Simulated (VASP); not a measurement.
# ZrB2 (P6/mmm) in VASP: further runs

Runs on ZrB2. Level: PBE. Tasks: single point.

All numbers are computed with VASP 6.6.1; they aren't measurements. Logs are shortened: lines on timing, memory, paths and dates and some standing lists are left out, and cuts for length are marked.

## Step 1: The cell of the first run

Symmetry: P6/mmm, No. 191, hexagonal system. Conventional cell: a = 3.116 Å, b = 3.116 Å, c = 3.473 Å, α = 90.00°, β = 90.00°, γ = 120.00°. Within 3.3 Å of Zr (site symmetry 6/mmm) lie 12 B at 2.50 Å and 6 Zr at 3.12 Å. B (site symmetry -6m2) has 3 B at 1.80 Å within 2.4 Å.

## Step 2: Single point, PBE

INCAR reads:

```
SYSTEM = ZrB2
  PREC = Accurate
  ENCUT = 520
  EDIFF = 1E-6
  ISMEAR = -1
  SIGMA = 0.15
  LREAL = .FALSE.
  LASPH = .TRUE.
  NELM = 100
  ALGO = Normal
  ISIF = 2
  LWAVE = .FALSE.
  LCHARG = .TRUE.
  GGA = PE
  LELF = .TRUE.
  LVHAR = .TRUE.
  NBANDS = 16
```

KPOINTS reads:

```
Automatic mesh
0
G
  10 10 8
  0 0 0
```

POSCAR reads:

```
ZrB2
1.0
    3.1162608048      0.0000000000      0.0000000000
   -1.5581304024      2.6987614838      0.0000000000
    0.0000000000      0.0000000000      3.4731070736
Zr B
1 2
Direct
    0.0000000000      0.0000000000      0.0000000000
    0.3333333333      0.6666666667      0.5000000000
    0.6666666667      0.3333333333      0.5000000000
```

Potentials or basis: VASP PAW PBE potentials, release 64 (Zr_sv, B).

On the command line:

```bash
$ cat potpaw_PBE.64/Zr_sv/POTCAR potpaw_PBE.64/B/POTCAR > POTCAR
$ mpirun -np 1 vasp_std > vasp.out
```

OUTCAR:

```text
SYSTEM = ZrB2
   PREC = Accurate
   ENCUT = 520
   EDIFF = 1E-6
   ISMEAR = -1
   LREAL = .FALSE.
   LASPH = .TRUE.
   NELM = 100
   ISIF = 2
   GGA = PE

 ion  position               nearest neighbor table
   1  0.000  0.000  0.000-   2 2.50   3 2.50   2 2.50   3 2.50   3 2.50   3 2.50   2 2.50   2 2.50
                             3 2.50   3 2.50   2 2.50   2 2.50
   2  0.333  0.667  0.500-   3 1.80   3 1.80   3 1.80   1 2.50   1 2.50   1 2.50   1 2.50   1 2.50
                             1 2.50
   3  0.667  0.333  0.500-   2 1.80   2 1.80   2 1.80   1 2.50   1 2.50   1 2.50   1 2.50   1 2.50
                             1 2.50

  LATTYP: Found a hexagonal cell.
 ALAT       =     3.1162608048
 C/A-ratio  =     1.1145110410

  Lattice vectors:

 A1 = (   3.1162608048,   0.0000000000,   0.0000000000)
 A2 = (  -1.5581304024,   2.6987614838,   0.0000000000)
 A3 = (   0.0000000000,   0.0000000000,   3.4731070736)

Analysis of symmetry for initial positions (statically):
=====================================================================
 Subroutine PRICEL returns:
 Original cell was already a primitive cell.

 Routine SETGRP: Setting up the symmetry group for a
 hexagonal supercell.

 Subroutine GETGRP returns: Found 24 space group operations
 (whereof 24 operations were pure point group operations)
 out of a pool of 24 trial point group operations.

The static configuration has the point symmetry D_6h.

Analysis of symmetry for dynamics (positions and initial velocities):
=====================================================================
 Subroutine PRICEL returns:
 Original cell was already a primitive cell.

 Routine SETGRP: Setting up the symmetry group for a
 hexagonal supercell.

 Subroutine GETGRP returns: Found 24 space group operations
 (whereof 24 operations were pure point group operations)
 out of a pool of 24 trial point group operations.

The dynamic configuration has the point symmetry D_6h.

 Subroutine INISYM returns: Found 24 space group operations
 (whereof 24 operations are pure point group operations),
 and found     1 'primitive' translations

----------------------------------------------------------------------------------------

                                     Primitive cell

  volume of cell :      29.2090

  direct lattice vectors                    reciprocal lattice vectors
     3.116260805  0.000000000  0.000000000     0.320897403  0.185270170  0.000000000
    -1.558130402  2.698761484  0.000000000     0.000000000  0.370540341  0.000000000
     0.000000000  0.000000000  3.473107074     0.000000000  0.000000000  0.287926626

  length of vectors
     3.116260805  3.116261205  3.473107074     0.370540388  0.370540341  0.287926626

  position of ions in fractional coordinates (direct lattice)
     0.000000000  0.000000000  0.000000000
     0.333333333  0.666666667  0.500000000
     0.666666667  0.333333333  0.500000000

  ion indices of the primitive-cell ions
   primitive index   ion index
                 1           1
                 2           2
                 3           3

----------------------------------------------------------------------------------------

 KPOINTS: Automatic mesh

Automatic generation of k-mesh.
 Grid dimensions read from file:
 generate k-points for:   10   10    8

 Generating k-lattice:

  Cartesian coordinates                     Fractional coordinates (reciprocal lattice)
     0.032089740  0.018527017  0.000000000     0.100000000  0.000000000  0.000000000
     0.000000000  0.037054034  0.000000000     0.000000000  0.100000000  0.000000000
     0.000000000  0.000000000  0.035990828     0.000000000  0.000000000  0.125000000

  Length of vectors
     0.037054039  0.037054034  0.035990828

  Shift w.r.t. Gamma in fractional coordinates (k-lattice)
     0.000000000  0.000000000  0.000000000

 Subroutine IBZKPT returns following result:
 ===========================================

 Found     70 irreducible k-points:

 Following reciprocal coordinates:
            Coordinates               Weight
  0.000000  0.000000  0.000000      1.000000
  0.100000 -0.000000  0.000000      6.000000
  0.200000 -0.000000  0.000000      6.000000
  0.300000  0.000000  0.000000      6.000000
  0.400000 -0.000000  0.000000      6.000000
  0.500000  0.000000  0.000000      3.000000
[... 16 lines left out ...]
  0.300000  0.100000  0.125000     24.000000
  0.400000  0.100000  0.125000     24.000000
 [... further k-points ...]
   k-points           NKPTS =     70   k-points in BZ     NKDIM =     70   number of bands    NBANDS=     16
   number of dos      NEDOS =    301   number of ions     NIONS =      3
   total plane-waves  NPLWV =  16128
   dimension x,y,z NGX =    24 NGY =   24 NGZ =   28
   dimension x,y,z NGXF=    48 NGYF=   48 NGZF=   56
   ions per type =               1   2
   NGX,Y,Z   is equivalent  to a cutoff of  12.80, 12.80, 13.40 a.u.
   NGXF,Y,Z  is equivalent  to a cutoff of  25.61, 25.61, 26.81 a.u.
 SYSTEM =  ZrB2
   PREC   = accura    normal or accurate (medium, high low for compatibility)
   ISTART =      0    job   : 0-new  1-cont  2-samecut
   ICHARG =      2    charge: 1-file 2-atom 10-const
   ISPIN  =      1    spin polarized calculation?
   LNONCOLLINEAR =      F non collinear calculations
   LSORBIT =      F    spin-orbit coupling
   LASPH  =      T    aspherical Exc in radial PAW
   ENCUT  =  520.0 eV  38.22 Ry    6.18 a.u.   5.79  5.79  6.46*2*pi/ulx,y,z
   NELM   =    100;   NELMIN=  2; NELMDL= -5     # of ELM steps
   EDIFF  = 0.1E-05   stopping-criterion for ELM
   LREAL  =      F    real-space projection
   EDIFFG = 0.1E-04   stopping-criterion for IOM
   NSW    =      0    number of steps for IOM
   IBRION =     -1    ionic relax: 0-MD 1-quasi-New 2-CG
   NFREE  =      0    steps in history (QN), initial steepest desc. (CG)
   ISIF   =      2    stress and relaxation
   ISYM   =      2    0-nonsym 1-usesym 2-fastsym
   POTIM  = 0.5000    time-step for ionic-motion
   TEBEG  =    0.0;   TEEND  =   0.0 temperature during run
   PSTRESS=    0.0 pullay stress
   NELECT =      18.0000    total number of electrons
   NUPDOWN=      -1.0000    fix difference up-down
   EMIN   =  10.00;   EMAX   =-10.00  energy-range for DOS
   EFERMI =   0.00;   METHOD = LEGACY
   ISMEAR =    -1;   SIGMA  =   0.15  broadening in eV -4-tet -1-fermi 0-gaus
   EFERMI_NEDOS =   21; number of points for ismear=-14 and -15
   IALGO  =     38    algorithm
   IMIX   =      4    mixing-type and parameters
     AMIX     =   0.40;   BMIX     =  1.00
     AMIX_MAG =   1.60;   BMIX_MAG =  1.00
  volume/ion in A,a.u.               =       9.74        65.70
  Fermi-wavevector in a.u.,A,eV,Ry     =   1.393136  2.632645 26.406566  1.940828
  Thomas-Fermi vector in A             =   2.516811
   LORBIT       =      0    0 simple, 1 ext, 2 COOP (PROOUT), +10 PAW based schemes
   GGA     = PE    functional components
   LHFCALC =     F    Hartree Fock is set to
   AEXX    =    0.0000 exact exchange contribution
   IVDW    =     0    specifies the selected vdW correction
   LEPSILON=     F    determine dielectric tensor
   LRPA    =     F    only Hartree local field effects (RPA)
 non-spin polarized calculation
  energy-cutoff  :      520.00
  volume of cell :       29.21
 maximum number of plane-waves:       800
 NGX is ok and might be reduce to    24
   NGX = 11   NGY = 11   NGZ = 13

 number of electron      18.0000000 magnetization

 Free energy of the ion-electron system (eV)
  ---------------------------------------------------
  ext. energy  EPLUGINS =         0.00000000
  ---------------------------------------------------
  free energy    TOTEN  =       -24.91281901 eV

  energy without entropy =      -24.89022644  energy(sigma->0) =      -24.90152272

 E-fermi :  11.0330     XC(G=0): -12.6859

 val. band max:       10.9724630797   @ k =   0.2000   0.2000   0.1250
 cond. band min:      11.1741522243   @ k =   0.1000  -0.0000   0.5000
 fundamental gap:      0.2016891446
 Fermi energy:        11.0329593202

 k-point     1 :       0.0000    0.0000    0.0000
  band No.  band energies     occupation
      1     -37.3633      2.00000
      2     -15.5801      2.00000
      3     -14.9466      2.00000
      4     -14.9466      2.00000
      5      -1.8620      2.00000
      6       8.3698      2.00000
[... 8 lines left out ...]
     15      16.4572      0.00000
     16      16.4572      0.00000

 k-point     2 :       0.1000   -0.0000    0.0000
  band No.  band energies     occupation
      1     -37.3497      2.00000
      2     -15.5603      2.00000
      3     -15.0617      2.00000
      4     -14.9713      2.00000
      5      -1.6520      2.00000
      6       7.7998      2.00000
[... 8 lines left out ...]
     15      17.2547      0.00000
     16      17.7267      0.00000

 k-point     3 :       0.2000   -0.0000    0.0000
  band No.  band energies     occupation
      1     -37.3138      2.00000
      2     -15.5079      2.00000
      3     -15.3527      2.00000
      4     -15.0353      2.00000
      5      -1.0603      2.00000
      6       6.5394      2.00000
[... 8 lines left out ...]
     15      18.2137      0.00000
     16      19.1713      0.00000

 k-point     4 :       0.3000    0.0000    0.0000
  band No.  band energies     occupation
      1     -37.2691      2.00000
      2     -15.6946      2.00000
      3     -15.4424      2.00000
      4     -15.1132      2.00000
      5      -0.1709      2.00000
      6       5.1012      2.00000
[... 8 lines left out ...]
     15      19.3371      0.00000
     16      21.6243      0.00000

 k-point     5 :       0.4000   -0.0000    0.0000
  band No.  band energies     occupation
      1     -37.2326      2.00000
      2     -15.9587      2.00000
      3     -15.3888      2.00000
      4     -15.1752      2.00000
      5       0.9279      2.00000
      6       3.6742      2.00000
[... 8 lines left out ...]
     15      20.6762      0.00000
     16      20.9065      0.00000

 k-point     6 :       0.5000    0.0000    0.0000
  band No.  band energies     occupation
      1     -37.2185      2.00000
      2     -16.0569      2.00000
      3     -15.3681      2.00000
      4     -15.1986      2.00000
      5       1.9186      2.00000
      6       2.5753      2.00000
[... 8 lines left out ...]
     15      19.4139      0.00000
     16      21.7198      0.00000

 k-point     7 :       0.1000    0.1000    0.0000
  band No.  band energies     occupation
      1     -37.3249      2.00000
      2     -15.5242      2.00000
      3     -15.2559      2.00000
      4     -15.0245      2.00000
      5      -1.2510      2.00000
      6       6.9787      2.00000
[... 8 lines left out ...]
     15      18.0175      0.00000
     16      18.4200      0.00000

 k-point     8 :       0.2000    0.1000    0.0000
  band No.  band energies     occupation
      1     -37.2846      2.00000
      2     -15.5512      2.00000
      3     -15.4652      2.00000
      4     -15.1164      2.00000
      5      -0.5086      2.00000
      6       5.7848      2.00000
[... 8 lines left out ...]
     15      18.3424      0.00000
     16      20.1098      0.00000

 k-point     9 :       0.3000    0.1000    0.0000
  band No.  band energies     occupation
      1     -37.2439      2.00000
      2     -15.8328      2.00000
      3     -15.4055      2.00000
      4     -15.2076      2.00000
      5       0.4932      2.00000
      6       4.4428      2.00000
[... 8 lines left out ...]
     15      19.8330      0.00000
     16      21.3652      0.00000
[... 172 lines left out ...]
 k-point    19 :       0.4000   -0.0000    0.1250
  band No.  band energies     occupation
      1     -37.2292      2.00000
      2     -15.9479      2.00000
      3     -15.4443      2.00000
      4     -15.1685      2.00000
      5       1.0060      2.00000
      6       3.5364      2.00000
[... 8 lines left out ...]
     15      19.5693      0.00000
     16      21.9658      0.00000

 k-point    20 :       0.5000    0.0000    0.1250
  band No.  band energies     occupation
      1     -37.2152      2.00000
      2     -16.0454      2.00000
      3     -15.4223      2.00000
      4     -15.1917      2.00000
      5       2.1549      2.00000
      6       2.2508      2.00000
[... 8 lines left out ...]
     15      19.4759      0.00000
     16      21.9424      0.00000

 k-point    21 :       0.1000    0.1000    0.1250
  band No.  band energies     occupation
      1     -37.3214      2.00000
      2     -15.5895      2.00000
      3     -15.2483      2.00000
      4     -15.0192      2.00000
      5      -1.0370      2.00000
      6       7.0552      2.00000
[... 8 lines left out ...]
     15      18.0223      0.00000
     16      18.4875      0.00000

 k-point    22 :       0.2000    0.1000    0.1250
  band No.  band energies     occupation
      1     -37.2812      2.00000
      2     -15.5522      2.00000
      3     -15.5162      2.00000
      4     -15.1103      2.00000
      5      -0.3443      2.00000
      6       5.7533      2.00000
[... 8 lines left out ...]
     15      18.7869      0.00000
     16      20.2311      0.00000

 k-point    23 :       0.3000    0.1000    0.1250
  band No.  band energies     occupation
      1     -37.2405      2.00000
      2     -15.8228      2.00000
      3     -15.4619      2.00000
      4     -15.2007      2.00000
      5       0.5893      2.00000
      6       4.3337      2.00000
[... 8 lines left out ...]
     15      19.1360      0.00000
     16      22.0966      0.00000

 k-point    24 :       0.4000    0.1000    0.1250
  band No.  band energies     occupation
      1     -37.2152      2.00000
      2     -15.9899      2.00000
      3     -15.4225      2.00000
      4     -15.2559      2.00000
      5       1.7052      2.00000
      6       2.9648      2.00000
[... 8 lines left out ...]
     15      19.9706      0.00000
     16      21.7669      0.00000

 [... further k-points ...]
[... 5 lines left out ...]
  --------------------------------------------------------------------------------------
  -------------------------------------------------------------------------------------
  Total        2.7007555      2.7007564      2.6630674      0.0000000     -0.0000000      0.0000000
  in kB      148.1423998    148.1424505    146.0751252      0.0000000     -0.0000000      0.0000000
  external PRESSURE =     147.4533252 kB  Pullay stress =       0.0000000 kB

 VOLUME and BASIS-vectors are now :
 -----------------------------------------------------------------------------
  energy-cutoff  :      520.00
  volume of cell :       29.21
      direct lattice vectors                 reciprocal lattice vectors
     3.116260805  0.000000000  0.000000000     0.320897403  0.185270170  0.000000000
    -1.558130402  2.698761484  0.000000000     0.000000000  0.370540341  0.000000000
     0.000000000  0.000000000  3.473107074     0.000000000  0.000000000  0.287926626

 POSITION                                       TOTAL-FORCE (eV/Angst)
 -----------------------------------------------------------------------------------
      0.00000      0.00000      0.00000        -0.000000      0.000000      0.000000
     -0.00000      1.79917      1.73655         0.000000      0.000000     -0.000000
      1.55813      0.89959      1.73655        -0.000000      0.000000      0.000000
 -----------------------------------------------------------------------------------
    total drift:                               -0.000000      0.000000      0.000000

  FREE ENERGIE OF THE ION-ELECTRON SYSTEM (eV)
  ---------------------------------------------------
  free  energy   TOTEN  =       -24.9128190107 eV

  energy  without entropy=      -24.8902264360  energy(sigma->0) =      -24.90152272
```

Run time: 10 s. Hardware: 1 thread of Intel Xeon 6975P-C (Granite Rapids), shared host; peak memory 0.16 GiB.

Results:

| Quantity | Value |
| --- | --- |
| Free energy | -24.9128 eV |
| Pressure | 14.7 GPa |
| Band gap on the k mesh | zero (bands 9 and 10 overlap by 0.86 eV) |

Levels at points of the mesh, in eV from the Fermi level:
```
           k point  band 6  band 7  band 8  band 9  band 10  band 11  band 12  band 13
(0.00, 0.00, 0.00)   -2.66   -2.66   -2.63   -2.25     3.71     3.71     4.51     4.51
(0.50, 0.00, 0.00)   -8.46   -4.01   -3.04   -2.76     2.40     2.52     5.33     5.43
(0.00, 0.00, 0.50)   -7.03   -0.92   -0.92    0.42     0.42     0.89     0.89     2.03
(0.50, 0.00, 0.50)   -6.98   -4.72   -4.23   -1.81     4.08     4.42     5.74     6.79
```

Caveat: the cell stands under pressure.

## Step 3: Single point, PBE

This run uses another cell than the first one, of 10.04 Å³/atom.

INCAR reads:

```
ALGO = Normal
EDIFF = 1E-6
ENCUT = 520
GGA = PE
ISIF = 2
ISMEAR = -1
LASPH = True
LCHARG = True
LELF = True
LREAL = False
LVHAR = True
LWAVE = False
NBANDS = 16
NELM = 100
PREC = Accurate
SIGMA = 0.15
```

KPOINTS reads:

```
k-points
0
Gamma
  10 10 8
```

POSCAR reads:

```
ZrB2
1.0
    3.1487241912      0.0000000000      0.0000000000
   -1.5743620956      2.7268756059      0.0000000000
    0.0000000000      0.0000000000      3.5092878761
Zr B
1 2
Direct
    0.0000000000      0.0000000000      0.0000000000
    0.3333333333      0.6666666667      0.5000000000
    0.6666666667      0.3333333333      0.5000000000
```

Potentials or basis: VASP PAW PBE potentials, release 64 (Zr_sv, B).

On the command line:

```bash
$ cat potpaw_PBE.64/Zr_sv/POTCAR potpaw_PBE.64/B/POTCAR > POTCAR
$ mpirun -np 1 vasp_std > vasp.out
```

It took 10 s on 1 thread of Intel Xeon 6975P-C (Granite Rapids), shared host; peak memory 0.16 GiB.

It converged, with:

| Item | Value |
| --- | --- |
| Free energy | -24.9729 eV |
| Pressure | 6.1 GPa |
| Band gap on the k mesh | zero (bands 9 and 10 overlap by 0.83 eV) |

Stress tensor (GPa, compression positive):
```
5.96 0.00 0.00
0.00 5.96 0.00
0.00 0.00 6.35
```

Levels at points of the mesh, in eV from the Fermi level:
```csv
k point,band 7,band 8,band 9,band 10,band 11,band 12
"(0.00, 0.00, 0.00)",-2.61,-2.57,-2.27,3.56,3.56,4.34
"(0.50, 0.00, 0.00)",-3.90,-3.02,-2.68,2.33,2.43,5.12
"(0.00, 0.00, 0.50)",-0.91,-0.91,0.40,0.40,0.86,0.86
"(0.50, 0.00, 0.50)",-4.62,-4.13,-1.90,3.91,4.25,5.50
```

Caveat: the cell stands under pressure.

## Step 4: Single point, PBE

This run uses another cell than the first one, of 10.35 Å³/atom.

INCAR reads:

```
SYSTEM = ZrB2
ALGO = Normal ; EDIFF = 1E-6
ENCUT = 520 ; GGA = PE
ISIF = 2 ; ISMEAR = -1
LASPH = .True. ; LCHARG = .False.
LREAL = .False. ; LWAVE = .False.
NBANDS = 16 ; NELM = 80
PREC = Accurate ; SIGMA = 0.15
```

KPOINTS reads:

```
k-points
0
Gamma
  10 10 8
  0 0 0
```

POSCAR reads:

```
ZrB2
1.0
    3.1805316388      0.0000000000      0.0000000000
   -1.5902658194      2.7544216683      0.0000000000
    0.0000000000      0.0000000000      3.5447376278
Zr B
1 2
Direct
    0.0000000000      0.0000000000      0.0000000000
    0.3333333333      0.6666666667      0.5000000000
    0.6666666667      0.3333333333      0.5000000000
```

On the command line:

```bash
$ cat potpaw_PBE.64/Zr_sv/POTCAR potpaw_PBE.64/B/POTCAR > POTCAR
$ mpirun -np 1 vasp_std > vasp.out
```

Run time: 9.8 s. Hardware: 1 thread of Intel Xeon 6975P-C (Granite Rapids), shared host; peak memory 0.16 GiB.

The run converged. Its results:

```
Free energy            : -24.9865 eV
Pressure               : -1.4 GPa
Band gap on the k mesh : zero (bands 9 and 10 overlap by 0.80 eV)
```

Stress tensor (GPa, compression positive):
```
-1.71  0.00  0.00
 0.00 -1.71  0.00
 0.00  0.00 -0.72
```

Levels at points of the mesh, in eV from the Fermi level:
```
           k point  band 6  band 7  band 8  band 9  band 10  band 11  band 12  band 13
(0.00, 0.00, 0.00)   -2.55   -2.55   -2.50   -2.29     3.41     3.41     4.18     4.18
(0.50, 0.00, 0.00)   -8.45   -3.80   -2.99   -2.60     2.27     2.34     4.92     4.98
(0.00, 0.00, 0.50)   -6.88   -0.90   -0.90    0.38     0.38     0.83     0.83     1.87
(0.50, 0.00, 0.50)   -6.93   -4.52   -4.04   -1.97     3.75     4.08     5.28     6.20
```

## Step 5: Summary

```tsv
cell	gap on the mesh (eV)	pressure (GPa)
a = 3.116, b = 3.116, c = 3.473 Å, angles 90.0, 90.0, 120.0°, 3 atoms	none	14.7
a = 3.149, b = 3.149, c = 3.509 Å, angles 90.0, 90.0, 120.0°, 3 atoms	none	6.1
a = 3.181, b = 3.181, c = 3.545 Å, angles 90.0, 90.0, 120.0°, 3 atoms	none	-1.4
```

Alike in all rows: task single point; level PBE; potentials or basis VASP PAW PBE potentials, release 64 (Zr_sv, B); no spin polarisation; k mesh 10 × 10 × 8; cutoff (eV) 520; smearing fermi-dirac 0.15 eV.

Caveats: the cell stands under pressure (at least some runs).

Absolute energies hang on the potentials; compare differences alone.
